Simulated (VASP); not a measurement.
Set up this calculation in VASP 6.6.1, as the native input.

| Property | Result |
| --- | --- |
| Task | single point |
| Functional | PBEsol |
| Potentials or basis | VASP PAW PBE potentials, release 64 (K_sv, Ta_pv, O) |
| Cutoff | 520 eV |
| k mesh | 6 × 6 × 6 |
| Occupations | fermi-dirac, width 0.02 eV |
| Spin | no spin polarisation |
| Dipole correction | no |
| Further INCAR settings | ALGO = Normal; EDIFF = 1e-06; NBANDS = 27 |

The structure of KTaO3 lies in POSCAR:

```
KTaO3
1.0
    3.9853061228      0.0000000000      0.0000000000
    0.0000000000      3.9853061228      0.0000000000
    0.0000000000      0.0000000000      3.9853061228
K Ta O
1 1 3
Direct
    0.5000000000      0.5000000000      0.5000000000
    0.0000000000      0.0000000000      0.0000000000
    0.5000000000      0.0000000000      0.0000000000
    0.0000000000      0.5000000000      0.0000000000
    0.0000000000      0.0000000000      0.5000000000
```

The input as run:

INCAR

```
ALGO     = Normal         # electronic algorithm
EDIFF    = 1E-6           # SCF threshold, eV
ENCUT    = 520            # plane-wave cutoff, eV
GGA      = PS             # functional
ISIF     = 2              # what is computed and relaxed
ISMEAR   = -1             # smearing method
LASPH    = True           # aspherical terms in the spheres
LCHARG   = False          # write CHGCAR
LREAL    = False          # projectors in reciprocal space
LWAVE    = False          # write WAVECAR
NBANDS   = 27             # bands
NELM     = 60             # most SCF steps
PREC     = Accurate       # precision mode
SIGMA    = 0.02           # smearing width, eV
```

KPOINTS

```
k-points
0
Gamma
  6 6 6
```

Potentials or basis: VASP PAW PBE potentials, release 64 (K_sv, Ta_pv, O).

The run is started by

```sh
$ cat potpaw_PBE.64/K_sv/POTCAR potpaw_PBE.64/Ta_pv/POTCAR potpaw_PBE.64/O/POTCAR > POTCAR
$ mpirun -np 1 vasp_std > vasp.out
```

Results of the run:

```json
{
  "Pressure": "0.7 GPa",
  "Band gap on the k mesh": "2.09 eV, indirect (least direct gap 2.71 eV)"
}
```

Caveat: the PAW data sets were made with another functional, which shifts forces and pressure a little; spin-orbit coupling is left out, which moves the levels of the heavy elements.

Run time: 20 s on 1 thread of Intel(R) Xeon(R) 6975P-C (Granite Rapids) (shared host), peak memory 0.18 GiB.
